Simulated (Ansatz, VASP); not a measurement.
One calculation of NaHf3NbBi3, two programs

```
Na Hf Nb Bi
1.0
     4.16754    0.00000    0.00000
     0.00000    4.16754    0.00000
     0.00000    0.00000   12.43011
Na Hf Nb Bi
1 3 1 3
Cartesian
  0.0000 0.0000 6.2151
  2.0838 2.0838 8.7216
  0.0000 0.0000 0.0000
  2.0838 2.0838 3.7085
  2.0838 2.0838 6.2151
  0.0000 0.0000 9.4577
  2.0838 2.0838 0.0000
  0.0000 0.0000 2.9724
```

Change from the starting cell: species swapped into the LiNi3O3F type (P4/mmm, No. 123).

Alike in both runs: functional PBE; k mesh 4 × 4 × 2; occupations gaussian, width 0.2 eV; no spin polarisation.

Ansatz relaxed the structure, and its values are those at the end. VASP's run is a single point on that final structure, the one shown.

|  | VASP | Ansatz |
| --- | --- | --- |
| version | VASP 6.6.1 | Ansatz 0.2.0 |
| potentials or method | VASP PAW PBE potentials, release 64 (Na_pv, Hf_pv, Nb_sv, Bi_d), cutoff 500 eV | scalar-relativistic, plane waves, PAW |
| valence electrons in the cell | 95 | 145 |

VASP gave:

| Property | Result |
| --- | --- |
| gap on the k mesh at the Fermi level (eV) | none |
| pressure (GPa) | -0.2 |
| rms of the force components (eV/Å) | 0.021 |

Q: What did Ansatz give for the same quantities?

A: gap on the k mesh at the Fermi level (eV): none; pressure (GPa): 0.1; rms of the force components (eV/Å): 0.004.

A gap of «none» marks a metal or a gap that the smearing closes. VASP's potentials hold 95 valence electrons a cell and Ansatz's 145, so a difference there can come from the potentials and not from the codes.

The k mesh is coarse, so the values compare programs but aren't converged. Spin-orbit coupling is off throughout.
